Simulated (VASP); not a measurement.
Set up this calculation in VASP 6.6.1, as the native input.

* Task: relaxation of the atoms
* Functional: PBE
* Potentials or basis: VASP PAW PBE potentials, release 64 (Si)
* Cutoff: 520 eV
* k mesh: 9 × 9 × 1
* Occupations: fermi-dirac, width 0.02 eV
* Spin: no spin polarisation
* Dipole correction: yes
* Further INCAR settings: ALGO = Normal; EDIFF = 1e-07; IBRION = 2; EDIFFG = -0.01; NSW = 32

The structure of Si lies in POSCAR:

```
Si
1.0
    3.8685410222      0.0000000000      0.0000000000
   -1.9342705111      3.3502548008      0.0000000000
    0.0000000000      0.0000000000     19.9483000000
Si
4
Direct
    0.1666666667      0.3333333333      0.4035140844
    0.5000000000      1.0000000000      0.4366457658
    0.5000000000      1.0000000000      0.5633542826
    0.8333333333      0.6666666667      0.5964858677
```

One way to write it, as run:

INCAR

```
PREC = Accurate
ENCUT = 520
EDIFF = 1E-7
ISMEAR = -1
SIGMA = 0.02
LREAL = False
LASPH = True
NELM = 100
ALGO = Normal
ISIF = 2
LWAVE = False
LCHARG = False
LDIPOL = True
IDIPOL = 3
DIPOL = 0.5 0.5 0.500
GGA = PE
IBRION = 2
NSW = 32
EDIFFG = -0.01
```

KPOINTS

```
Automatic mesh
0
Gamma
  9 9 1
```

Potentials or basis: VASP PAW PBE potentials, release 64 (Si).

Run with:

```sh
$ cat potpaw_PBE.64/Si/POTCAR > POTCAR
$ mpirun -np 1 vasp_std > vasp.out
```

Results of the run:

| Property | Result |
| --- | --- |
| Energy gained by relaxing | 0.0 meV/atom |
| Ionic steps | 2 |
| Largest force after relaxing | 0.009 eV/Å |
| Band gap on the k mesh | zero (filled and empty bands touch) |

It took 2.6 min on 1 thread of Intel(R) Xeon(R) Platinum 8375C CPU @ 2.90GHz (Ice Lake) (shared host), peak memory 0.36 GiB.
